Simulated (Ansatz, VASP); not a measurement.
## Ti2In in VASP and in Ansatz

```
CELL_PARAMETERS angstrom
5.01900 0.00000 0.00000
-2.50950 4.34658 0.00000
0.00000 0.00000 2.76646
ATOMIC_POSITIONS crystal
Ti 0.33333 0.66667 0.50000
Ti 0.66667 0.33333 0.50000
In 0.00000 0.00000 0.50000
```

Alike in both runs: task single point; functional PBE; k mesh 6 × 6 × 6; occupations gaussian, width 0.1 eV; collinear spin.

|  | VASP | Ansatz |
| --- | --- | --- |
| version | VASP 6.6.1 | Ansatz 0.2.0 |
| potentials or method | VASP PAW PBE potentials, release 64 (Ti_sv, In_d), cutoff 520 eV | scalar-relativistic, plane waves, PAW |
| valence electrons in the cell | 37 | 37 |

|  | VASP | Ansatz | Ansatz less VASP |
| --- | --- | --- | --- |
| gap on the k mesh at the Fermi level (eV) | none | none | - |
| pressure (GPa) | 0.1 | 0.1 | +0.03 |
| traceless stress, the component that is largest in VASP (GPa) | 0.05 | 0.07 | +0.021 |
| net moment per atom (μB) | 0.01 | 0.00 | -0.008 |

A gap of «none» marks a metal or a gap that the smearing closes. Ansatz's warnings: seeded moment not kept.

The k mesh is coarse, so the values compare programs but aren't converged.
